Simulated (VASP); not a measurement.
# Ag (Fm-3m) in VASP: further runs, part 2 of 2

VASP 6.6.1. Earlier steps stand in the parts before.

### 4 Single point, LDA

Contents of INCAR:

```
SYSTEM = Ag
PREC = Accurate ; ENCUT = 520
EDIFF = 1E-6 ; ISMEAR = 0
SIGMA = 0.1 ; LREAL = .False.
LASPH = .True. ; NELM = 80
ALGO = Normal ; ISIF = 2
LWAVE = .False. ; LCHARG = .False.
NBANDS = 12
```

Contents of KPOINTS:

```
regular mesh
0
Gamma
  13 13 13
  0 0 0
```

Contents of POSCAR:

```
Ag
1.0
    0.0000000000      1.9996579419      1.9996579419
    1.9996579419      0.0000000000      1.9996579419
    1.9996579419      1.9996579419      0.0000000000
Ag
1
Direct
    0.0000000000      0.0000000000      0.0000000000
```

Potentials or basis: VASP PAW LDA potentials, release 64 (Ag).

Command:

```
> cat potpaw_LDA.64/Ag/POTCAR > POTCAR
> mpirun -np 1 vasp_std > vasp.out
```

OUTCAR:

```text
SYSTEM = Ag
   PREC = Accurate
   ENCUT = 520
   EDIFF = 1E-6
   ISMEAR = 0
   LREAL = .False.
   LASPH = .True.
   NELM = 80
   ISIF = 2

 ion  position               nearest neighbor table
   1  0.000  0.000  0.000-

  LATTYP: Found a face centered cubic cell.
 ALAT       =     3.9993158838

  Lattice vectors:

 A1 = (   0.0000000000,   1.9996579419,   1.9996579419)
 A2 = (   1.9996579419,   0.0000000000,   1.9996579419)
 A3 = (   1.9996579419,   1.9996579419,   0.0000000000)

Analysis of symmetry for initial positions (statically):
=====================================================================
 Subroutine PRICEL returns:
 Original cell was already a primitive cell.

 Routine SETGRP: Setting up the symmetry group for a
 face centered cubic supercell.

 Subroutine GETGRP returns: Found 48 space group operations
 (whereof 48 operations were pure point group operations)
 out of a pool of 48 trial point group operations.

The static configuration has the point symmetry O_h .

Analysis of symmetry for dynamics (positions and initial velocities):
=====================================================================
 Subroutine PRICEL returns:
 Original cell was already a primitive cell.

 Routine SETGRP: Setting up the symmetry group for a
 face centered cubic supercell.

 Subroutine GETGRP returns: Found 48 space group operations
 (whereof 48 operations were pure point group operations)
 out of a pool of 48 trial point group operations.

The dynamic configuration has the point symmetry O_h .

 Subroutine INISYM returns: Found 48 space group operations
 (whereof 48 operations are pure point group operations),
 and found     1 'primitive' translations

----------------------------------------------------------------------------------------

                                     Primitive cell

  volume of cell :      15.9918

  direct lattice vectors                    reciprocal lattice vectors
     0.000000000  1.999657942  1.999657942    -0.250042765  0.250042765  0.250042765
[... 114 lines left out ...]
   LRPA    =     F    only Hartree local field effects (RPA)
 non-spin polarized calculation
 Gauss-broadening in eV      SIGMA  =   0.10
  energy-cutoff  :      520.00
  volume of cell :       15.99
 maximum number of plane-waves:       444
 NGX is ok and might be reduce to    24
   NGX = 11   NGY = 11   NGZ = 11

 number of electron      11.0000002 magnetization

 Free energy of the ion-electron system (eV)
  ---------------------------------------------------
  ext. energy  EPLUGINS =         0.00000000
  ---------------------------------------------------
  free energy    TOTEN  =        -3.78326288 eV

  energy without entropy =       -3.78172619  energy(sigma->0) =       -3.78249453

 E-fermi :   9.3184     XC(G=0): -12.9653

 val. band max:        9.3043055303   @ k =   0.4615   0.3077   0.0000
 cond. band min:       9.3804323164   @ k =  -0.3846   0.1538   0.0000
 fundamental gap:      0.0761267861
 Fermi energy:         9.3184351001

 k-point     1 :       0.0000    0.0000    0.0000
  band No.  band energies     occupation
      1       0.7694      2.00000
      2       4.0578      2.00000
      3       4.0578      2.00000
      4       4.0578      2.00000
      5       5.2375      2.00000
      6       5.2375      2.00000
      7      25.2217      0.00000
      8      29.1096      0.00000
      9      29.1096      0.00000
     10      29.1096      0.00000
     11      34.2944      0.00000
     12      35.7277      0.00000
[... 331 lines left out ...]
 k-point    24 :       0.4615    0.1538    0.0000
  band No.  band energies     occupation
      1       2.6721      2.00000
      2       3.8298      2.00000
      3       4.4731      2.00000
      4       4.6961      2.00000
      5       6.1629      2.00000
      6       8.7110      2.00000
      7      15.0769      0.00000
      8      23.7915      0.00000
      9      25.0527      0.00000
     10      26.1837      0.00000
     11      34.6988      0.00000
     12      34.8698      0.00000

 [... further k-points ...]

------------------------ aborting loop because EDIFF is reached ----------------------------------------

  FORCE on cell =-STRESS in cart. coord.  units (eV):
  Direction    XX          YY          ZZ          XY          YZ          ZX
  --------------------------------------------------------------------------------------
  -------------------------------------------------------------------------------------
  Total        0.0093852      0.0093852      0.0093852      0.0000000      0.0000000      0.0000000
  in kB        0.9402764      0.9402764      0.9402764      0.0000000      0.0000000      0.0000000
  external PRESSURE =       0.9402764 kB  Pullay stress =       0.0000000 kB

 VOLUME and BASIS-vectors are now :
 -----------------------------------------------------------------------------
  energy-cutoff  :      520.00
  volume of cell :       15.99
      direct lattice vectors                 reciprocal lattice vectors
     0.000000000  1.999657942  1.999657942    -0.250042765  0.250042765  0.250042765
     1.999657942  0.000000000  1.999657942     0.250042765 -0.250042765  0.250042765
     1.999657942  1.999657942  0.000000000     0.250042765  0.250042765 -0.250042765

 POSITION                                       TOTAL-FORCE (eV/Angst)
 -----------------------------------------------------------------------------------
      0.00000      0.00000      0.00000        -0.000000      0.000000      0.000000
 -----------------------------------------------------------------------------------
    total drift:                               -0.000000     -0.000000     -0.000000

  FREE ENERGIE OF THE ION-ELECTRON SYSTEM (eV)
  ---------------------------------------------------
  free  energy   TOTEN  =        -3.7832628763 eV

  energy  without entropy=       -3.7817261918  energy(sigma->0) =       -3.78249453
```

OSZICAR:

```text
N       E                     dE             d eps       ncg     rms          rms(c)
DAV:   1     0.527986903085E+02    0.52799E+02   -0.55370E+03  2024   0.840E+02
DAV:   2    -0.323514235348E+01   -0.56034E+02   -0.53301E+02  2388   0.199E+02
DAV:   3    -0.411581949504E+01   -0.88068E+00   -0.87988E+00  2372   0.261E+01
DAV:   4    -0.411852490685E+01   -0.27054E-02   -0.27053E-02  2360   0.151E+00
DAV:   5    -0.411854482977E+01   -0.19923E-04   -0.19923E-04  2368   0.113E-01    0.650E+00
DAV:   6    -0.380219094648E+01    0.31635E+00   -0.12145E+00  2192   0.986E+00    0.395E+00
DAV:   7    -0.378842153348E+01    0.13769E-01   -0.12610E-02  2324   0.103E+00    0.215E+00
DAV:   8    -0.378325043944E+01    0.51711E-02   -0.99853E-04  2284   0.267E-01    0.101E-01
DAV:   9    -0.378326414971E+01   -0.13710E-04   -0.71936E-06  2360   0.204E-02    0.187E-02
DAV:  10    -0.378326290733E+01    0.12424E-05   -0.20956E-06  2324   0.110E-02    0.416E-03
DAV:  11    -0.378326287625E+01    0.31079E-07   -0.44488E-08  1204   0.166E-03
   1 F= -.37832629E+01 E0= -.37824945E+01  d E =-.153668E-02
```

Run time: 20 s. Hardware: 1 thread of AMD EPYC 7R13 (Zen 3), shared host; peak memory 0.11 GiB.

What came out:

- Free energy: -3.7833 eV
- Pressure: 0.1 GPa

### 5 Summary

| smearing | gap on the mesh (eV) | pressure (GPa) |
| --- | --- | --- |
| gaussian 0.01 eV | none | 0.1 |
| gaussian 0.03 eV | none | 0.1 |
| gaussian 0.1 eV | none | 0.1 |

Alike in all rows: task single point; level LDA; potentials or basis VASP PAW LDA potentials, release 64 (Ag); no spin polarisation; cell as given; k mesh 13 × 13 × 13; cutoff (eV) 520.

Every run on the cell as given and a fine mesh finds a metal.

Total energies depend on the potentials used, so only differences within one code and one set of settings carry meaning.
